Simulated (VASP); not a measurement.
# InSb3 (Pm-3m) in VASP: a series of runs

The runs below take InSb3 through single point, with PBEsol.

Program: VASP 6.6.1. These are calculated values, not measurements. Logs are shortened: lines on timing, memory, paths and dates and some standing lists are left out, and cuts for length are marked.

## Step 1: The cell of the first run

It takes space group Pm-3m (No. 221, cubic). Conventional cell: a = 4.728 Å, b = 4.728 Å, c = 4.728 Å, α = 90.00°, β = 90.00°, γ = 90.00°. Within 4.4 Å of In (site symmetry m-3m) lie 12 Sb at 3.34 Å. Sb (site symmetry 4/mmm) has 4 In at 3.34 Å and 8 Sb at 3.34 Å within 4.4 Å.

## Step 2: Single point, PBEsol

Contents of INCAR:

```
SYSTEM = InSb3
ALGO     = Normal         ! electronic algorithm
EDIFF    = 1E-6           ! SCF threshold, eV
ENCUT    = 520            ! plane-wave cutoff, eV
GGA      = PS             ! functional
ISIF     = 2              ! what is computed and relaxed
ISMEAR   = 0              ! smearing method
LASPH    = .True.         ! aspherical terms in the spheres
LCHARG   = .False.        ! write CHGCAR
LREAL    = .False.        ! projectors in reciprocal space
LWAVE    = .False.        ! write WAVECAR
NBANDS   = 22             ! bands
NELM     = 60             ! most SCF steps
PREC     = Accurate       ! precision mode
SIGMA    = 0.15           ! smearing width, eV
```

Contents of KPOINTS:

```
k-points
0
Gamma
  10 10 10
  0 0 0
```

Contents of POSCAR:

```
InSb3
1.0
    4.7282366893      0.0000000000      0.0000000000
    0.0000000000      4.7282366893      0.0000000000
    0.0000000000      0.0000000000      4.7282366893
In Sb
1 3
Direct
    0.0000000000      0.0000000000      0.0000000000
    0.5000000000      0.0000000000      0.5000000000
    0.0000000000      0.5000000000      0.5000000000
    0.5000000000      0.5000000000      0.0000000000
```

Potentials or basis: VASP PAW PBE potentials, release 64 (In_d, Sb).

Launch:

```sh
$ cat potpaw_PBE.64/In_d/POTCAR potpaw_PBE.64/Sb/POTCAR > POTCAR
$ mpirun -np 1 vasp_std > vasp.out
```

OUTCAR:

```text
SYSTEM = InSb3
   EDIFF = 1E-6
   ENCUT = 520
   GGA = PS
   ISIF = 2
   ISMEAR = 0
   LASPH = .True.
   LREAL = .False.
   NELM = 60
   PREC = Accurate

 ion  position               nearest neighbor table
   1  0.000  0.000  0.000-   2 3.34   3 3.34   4 3.34   2 3.34   3 3.34   3 3.34   4 3.34   3 3.34
                             2 3.34   4 3.34   2 3.34   4 3.34
   2  0.500  0.000  0.500-   1 3.34   3 3.34   4 3.34   1 3.34   4 3.34   3 3.34   4 3.34   4 3.34
                             1 3.34   3 3.34   1 3.34   3 3.34
   3  0.000  0.500  0.500-   1 3.34   2 3.34   4 3.34   1 3.34   4 3.34   1 3.34   2 3.34   1 3.34
                             2 3.34   4 3.34   4 3.34   2 3.34
   4  0.500  0.500  0.000-   1 3.34   2 3.34   3 3.34   2 3.34   3 3.34   1 3.34   2 3.34   2 3.34
                             1 3.34   3 3.34   3 3.34   1 3.34

  LATTYP: Found a simple cubic cell.
 ALAT       =     4.7282366893

  Lattice vectors:

 A1 = (   4.7282366893,   0.0000000000,   0.0000000000)
 A2 = (   0.0000000000,   4.7282366893,   0.0000000000)
 A3 = (   0.0000000000,   0.0000000000,   4.7282366893)

Analysis of symmetry for initial positions (statically):
=====================================================================
 Subroutine PRICEL returns:
 Original cell was already a primitive cell.

 Routine SETGRP: Setting up the symmetry group for a
 simple cubic supercell.

 Subroutine GETGRP returns: Found 48 space group operations
 (whereof 48 operations were pure point group operations)
 out of a pool of 48 trial point group operations.

The static configuration has the point symmetry O_h .

Analysis of symmetry for dynamics (positions and initial velocities):
=====================================================================
 Subroutine PRICEL returns:
 Original cell was already a primitive cell.

 Routine SETGRP: Setting up the symmetry group for a
 simple cubic supercell.

 Subroutine GETGRP returns: Found 48 space group operations
 (whereof 48 operations were pure point group operations)
 out of a pool of 48 trial point group operations.

The dynamic configuration has the point symmetry O_h .

 Subroutine INISYM returns: Found 48 space group operations
 (whereof 48 operations are pure point group operations),
 and found     1 'primitive' translations

----------------------------------------------------------------------------------------

                                     Primitive cell

  volume of cell :     105.7055

  direct lattice vectors                    reciprocal lattice vectors
     4.728236689  0.000000000  0.000000000     0.211495334  0.000000000  0.000000000
     0.000000000  4.728236689  0.000000000     0.000000000  0.211495334  0.000000000
     0.000000000  0.000000000  4.728236689     0.000000000  0.000000000  0.211495334

  length of vectors
     4.728236689  4.728236689  4.728236689     0.211495334  0.211495334  0.211495334

  position of ions in fractional coordinates (direct lattice)
     0.000000000  0.000000000  0.000000000
     0.500000000  0.000000000  0.500000000
     0.000000000  0.500000000  0.500000000
     0.500000000  0.500000000  0.000000000

  ion indices of the primitive-cell ions
   primitive index   ion index
                 1           1
                 2           2
                 3           3
                 4           4

----------------------------------------------------------------------------------------

 KPOINTS: k-points

Automatic generation of k-mesh.
 Grid dimensions read from file:
 generate k-points for:   10   10   10

 Generating k-lattice:

  Cartesian coordinates                     Fractional coordinates (reciprocal lattice)
     0.021149533  0.000000000  0.000000000     0.100000000  0.000000000  0.000000000
     0.000000000  0.021149533  0.000000000     0.000000000  0.100000000  0.000000000
     0.000000000  0.000000000  0.021149533     0.000000000  0.000000000  0.100000000

  Length of vectors
     0.021149533  0.021149533  0.021149533

  Shift w.r.t. Gamma in fractional coordinates (k-lattice)
     0.000000000  0.000000000  0.000000000

 Subroutine IBZKPT returns following result:
 ===========================================

 Found     56 irreducible k-points:

 Following reciprocal coordinates:
            Coordinates               Weight
  0.000000  0.000000  0.000000      1.000000
  0.100000  0.000000  0.000000      6.000000
  0.200000  0.000000  0.000000      6.000000
  0.300000  0.000000  0.000000      6.000000
  0.400000  0.000000  0.000000      6.000000
  0.500000  0.000000  0.000000      3.000000
[... 16 lines left out ...]
  0.200000  0.100000  0.100000     24.000000
  0.300000  0.100000  0.100000     24.000000
 [... further k-points ...]
   k-points           NKPTS =     56   k-points in BZ     NKDIM =     56   number of bands    NBANDS=     22
   number of dos      NEDOS =    301   number of ions     NIONS =      4
   total plane-waves  NPLWV =  46656
   dimension x,y,z NGX =    36 NGY =   36 NGZ =   36
   dimension x,y,z NGXF=    72 NGYF=   72 NGZF=   72
   ions per type =               1   3
   NGX,Y,Z   is equivalent  to a cutoff of  12.66, 12.66, 12.66 a.u.
   NGXF,Y,Z  is equivalent  to a cutoff of  25.32, 25.32, 25.32 a.u.
 SYSTEM =  InSb3
   PREC   = accura    normal or accurate (medium, high low for compatibility)
   ISTART =      0    job   : 0-new  1-cont  2-samecut
   ICHARG =      2    charge: 1-file 2-atom 10-const
   ISPIN  =      1    spin polarized calculation?
   LNONCOLLINEAR =      F non collinear calculations
   LSORBIT =      F    spin-orbit coupling
   LASPH  =      T    aspherical Exc in radial PAW
   ENCUT  =  520.0 eV  38.22 Ry    6.18 a.u.   8.79  8.79  8.79*2*pi/ulx,y,z
   NELM   =     60;   NELMIN=  2; NELMDL= -5     # of ELM steps
   EDIFF  = 0.1E-05   stopping-criterion for ELM
   LREAL  =      F    real-space projection
   EDIFFG = 0.1E-04   stopping-criterion for IOM
   NSW    =      0    number of steps for IOM
   IBRION =     -1    ionic relax: 0-MD 1-quasi-New 2-CG
   NFREE  =      0    steps in history (QN), initial steepest desc. (CG)
   ISIF   =      2    stress and relaxation
   ISYM   =      2    0-nonsym 1-usesym 2-fastsym
   POTIM  = 0.5000    time-step for ionic-motion
   TEBEG  =    0.0;   TEEND  =   0.0 temperature during run
   PSTRESS=    0.0 pullay stress
   NELECT =      28.0000    total number of electrons
   NUPDOWN=      -1.0000    fix difference up-down
   EMIN   =  10.00;   EMAX   =-10.00  energy-range for DOS
   EFERMI =   0.00;   METHOD = LEGACY
   ISMEAR =     0;   SIGMA  =   0.15  broadening in eV -4-tet -1-fermi 0-gaus
   EFERMI_NEDOS =   21; number of points for ismear=-14 and -15
   IALGO  =     38    algorithm
   IMIX   =      4    mixing-type and parameters
     AMIX     =   0.40;   BMIX     =  1.00
     AMIX_MAG =   1.60;   BMIX_MAG =  1.00
  volume/ion in A,a.u.               =      26.43       178.33
  Fermi-wavevector in a.u.,A,eV,Ry     =   1.051385  1.986829 15.040012  1.105410
  Thomas-Fermi vector in A             =   2.186426
   LORBIT       =      0    0 simple, 1 ext, 2 COOP (PROOUT), +10 PAW based schemes
   GGA     = PS    functional components
   LHFCALC =     F    Hartree Fock is set to
   AEXX    =    0.0000 exact exchange contribution
   IVDW    =     0    specifies the selected vdW correction
   LEPSILON=     F    determine dielectric tensor
   LRPA    =     F    only Hartree local field effects (RPA)
 non-spin polarized calculation
 Gauss-broadening in eV      SIGMA  =   0.15
  energy-cutoff  :      520.00
  volume of cell :      105.71
 maximum number of plane-waves:      2897
 NGX is ok and might be reduce to    36
   NGX = 17   NGY = 17   NGZ = 17

 number of electron      28.0000015 magnetization

 Free energy of the ion-electron system (eV)
  ---------------------------------------------------
  ext. energy  EPLUGINS =         0.00000000
  ---------------------------------------------------
  free energy    TOTEN  =       -16.07244855 eV

  energy without entropy =      -16.05461521  energy(sigma->0) =      -16.06353188

 E-fermi :   8.2441     XC(G=0): -10.3962

 val. band max:        8.2238003628   @ k =   0.5000   0.2000   0.0000
 cond. band min:       8.3311821949   @ k =   0.4000   0.4000   0.2000
 fundamental gap:      0.1073818321
 Fermi energy:         8.2441005649

 k-point     1 :       0.0000    0.0000    0.0000
  band No.  band energies     occupation
      1      -6.1676      2.00000
      2      -6.1676      2.00000
      3      -6.1470      2.00000
      4      -6.1470      2.00000
      5      -6.1470      2.00000
      6      -4.2445      2.00000
[... 14 lines left out ...]
     21      13.3139      0.00000
     22      13.4943      0.00000

 k-point     2 :       0.1000    0.0000    0.0000
  band No.  band energies     occupation
      1      -6.1669      2.00000
      2      -6.1657      2.00000
      3      -6.1484      2.00000
      4      -6.1484      2.00000
      5      -6.1470      2.00000
      6      -4.1803      2.00000
[... 14 lines left out ...]
     21      13.5426      0.00000
     22      13.7616      0.00000

 k-point     3 :       0.2000    0.0000    0.0000
  band No.  band energies     occupation
      1      -6.1651      2.00000
      2      -6.1609      2.00000
      3      -6.1521      2.00000
      4      -6.1521      2.00000
      5      -6.1469      2.00000
      6      -3.9894      2.00000
[... 14 lines left out ...]
     21      14.1791      0.00000
     22      14.1936      0.00000
[... 476 lines left out ...]
 k-point    23 :       0.2000    0.1000    0.1000
  band No.  band energies     occupation
      1      -6.1622      2.00000
      2      -6.1588      2.00000
      3      -6.1545      2.00000
      4      -6.1536      2.00000
      5      -6.1497      2.00000
      6      -3.8604      2.00000
[... 14 lines left out ...]
     21      13.9643      0.00000
     22      14.0812      0.00000

 k-point    24 :       0.3000    0.1000    0.1000
  band No.  band energies     occupation
      1      -6.1607      2.00000
      2      -6.1600      2.00000
      3      -6.1578      2.00000
      4      -6.1527      2.00000
      5      -6.1493      2.00000
      6      -3.5494      2.00000
[... 14 lines left out ...]
     21      13.7780      0.00000
     22      14.2506      0.00000

 [... further k-points ...]
[... 5 lines left out ...]
  --------------------------------------------------------------------------------------
  -------------------------------------------------------------------------------------
  Total        0.0089043      0.0089043      0.0089043      0.0000000     -0.0000000     -0.0000000
  in kB        0.1349628      0.1349628      0.1349628      0.0000000     -0.0000000     -0.0000000
  external PRESSURE =       0.1349628 kB  Pullay stress =       0.0000000 kB

 VOLUME and BASIS-vectors are now :
 -----------------------------------------------------------------------------
  energy-cutoff  :      520.00
  volume of cell :      105.71
      direct lattice vectors                 reciprocal lattice vectors
     4.728236689  0.000000000  0.000000000     0.211495334  0.000000000  0.000000000
     0.000000000  4.728236689  0.000000000     0.000000000  0.211495334  0.000000000
     0.000000000  0.000000000  4.728236689     0.000000000  0.000000000  0.211495334

 POSITION                                       TOTAL-FORCE (eV/Angst)
 -----------------------------------------------------------------------------------
      0.00000      0.00000      0.00000         0.000000      0.000000      0.000000
      2.36412      0.00000      2.36412         0.000000      0.000000      0.000000
      0.00000      2.36412      2.36412         0.000000      0.000000      0.000000
      2.36412      2.36412      0.00000         0.000000      0.000000      0.000000
 -----------------------------------------------------------------------------------
    total drift:                                0.000000     -0.000000     -0.000000

  FREE ENERGIE OF THE ION-ELECTRON SYSTEM (eV)
  ---------------------------------------------------
  free  energy   TOTEN  =       -16.0724485467 eV

  energy  without entropy=      -16.0546152071  energy(sigma->0) =      -16.06353188
```

It took 54 s on 1 thread of Intel Xeon Platinum 8124M at 3.00GHz (Skylake/Cascade Lake), shared host; peak memory 0.28 GiB.

Results:

| Item | Value |
| --- | --- |
| Free energy | -16.0724 eV |
| Pressure | 0.0 GPa |
| Band gap on the k mesh | zero (band 14 reaches 12.02 eV, above the bottom of band 15 at 7.13 eV) |

Caveat: the PAW data sets were made with another functional, which shifts forces and pressure a little; spin-orbit coupling is left out, which moves the levels of the heavy elements.

## Step 3: Single point, PBEsol

Contents of INCAR:

```
SYSTEM = InSb3
  ALGO = Normal
  EDIFF = 1E-7
  ENCUT = 520
  GGA = PS
  ISIF = 2
  ISMEAR = 0
  LASPH = .True.
  LCHARG = .False.
  LREAL = .False.
  LWAVE = .False.
  NBANDS = 22
  NELM = 100
  PREC = Accurate
  SIGMA = 0.15
```

Contents of KPOINTS:

```
k-points
0
Gamma
  12 12 12
  0 0 0
```

POSCAR is that of step 2.

Potentials or basis: VASP PAW PBE potentials, release 64 (In_d, Sb).

Launch:

```sh
$ cat potpaw_PBE.64/In_d/POTCAR potpaw_PBE.64/Sb/POTCAR > POTCAR
$ mpirun -np 1 vasp_std > vasp.out
```

It took 93 s on 1 thread of Intel Xeon Platinum 8124M at 3.00GHz (Skylake/Cascade Lake), shared host; peak memory 0.33 GiB.

The run converged. Its results:

| Item | Value |
| --- | --- |
| Free energy | -16.0767 eV |
| Pressure | 0.0 GPa |
| Band gap on the k mesh | zero (band 14 reaches 12.02 eV, above the bottom of band 15 at 7.13 eV) |

Levels at points of the mesh, in eV from the Fermi level:
| k point | band 10 | band 11 | band 12 | band 13 | band 14 | band 15 | band 16 | band 17 | band 18 | band 19 |
| --- | --- | --- | --- | --- | --- | --- | --- | --- | --- | --- |
| (0.00, 0.00, 0.00) | -4.50 | -4.50 | -3.58 | 0.50 | 0.50 | 0.50 | 1.80 | 1.80 | 1.80 | 4.81 |
| (0.50, 0.00, 0.00) | -3.03 | -3.03 | -2.22 | -2.22 | -1.17 | -0.93 | 2.27 | 2.32 | 2.32 | 2.63 |
| (0.50, 0.50, 0.00) | -2.49 | -1.63 | -1.63 | -1.43 | -1.14 | -1.14 | -0.36 | 0.99 | 3.49 | 3.74 |
| (0.50, 0.50, 0.50) | -5.23 | -5.23 | -5.23 | -4.89 | 3.76 | 3.76 | 3.85 | 3.85 | 3.85 | 6.66 |

Caveat: the PAW data sets were made with another functional, which shifts forces and pressure a little; spin-orbit coupling is left out, which moves the levels of the heavy elements.
